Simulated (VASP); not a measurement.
A run of VASP 6.6.1 is set up as follows.

INCAR

```
SYSTEM = Ga6HN6
  ALGO = Normal
  EDIFF = 1E-6
  ENCUT = 520
  GGA = PE
  GGA_COMPAT = .FALSE.
  ISIF = 2
  ISMEAR = 0
  ISPIN = 2
  LASPH = .TRUE.
  LCHARG = .TRUE.
  LELF = .TRUE.
  LORBIT = 11
  LREAL = .FALSE.
  LVHAR = .TRUE.
  LWAVE = .FALSE.
  MAGMOM = 0 0 0 0 0 0 0 0 0 0 0 0 0.38
  NBANDS = 70
  NELM = 200
  PREC = Accurate
  SIGMA = 0.02
```

File KPOINTS:

```
k-points
0
G
  3 3 3
  0 0 0
```

POSCAR

```
Ga6HN6
1.0
    0.0000000000      0.0000000000      5.2431684095
    4.8275562239     -2.7871908853      0.0000000000
   -0.0000000001      5.5743817708      0.0000000000
Ga N H
6 6 1
Direct
    0.5009409950      0.3352037604      0.3352039639
    0.5009411857      0.0000008286      0.6647984408
    0.5009409950      0.6647980575      1.0000011330
    1.0037693984      0.0000008286      0.3254515719
    1.0037692077      0.6745508181      0.6745510168
    1.0037692077      0.3254507927      1.0000008454
    0.8765512837      0.3487777090      0.3487778792
    0.8765512837      0.0000008286      0.6512245588
    0.8765512837      0.6512239018      1.0000008167
    0.3778913522      0.0000008286      0.3313196665
    0.3778913522      0.6686822173      0.6686825794
    0.3778913522      0.3313193935      1.0000011881
   -0.1302128688      0.0000012429      0.0000025947
```

Potentials or basis: VASP PAW PBE potentials, release 64 (Ga_d, N, H).

Command:

```console
$ cat potpaw_PBE.64/Ga_d/POTCAR potpaw_PBE.64/N/POTCAR potpaw_PBE.64/H/POTCAR > POTCAR
$ mpirun -np 1 vasp_std > vasp.out
```

What does it give for the largest force?

0.154 eV/Å.

Estimate the pressure.

5.0 GPa.

Estimate the site moments.

Ga -0.00, +0.03 (each value once); N +0.12, +0.00 (each value once); H +0.22 μB.

Stress tensor (GPa, compression positive):
```
6.61 0.00 0.00
0.00 6.61 0.00
0.00 0.00 1.81
```

Caveat: the k points lie up to 0.43 Å⁻¹ apart; a moment this small can come from the mesh or the smearing.
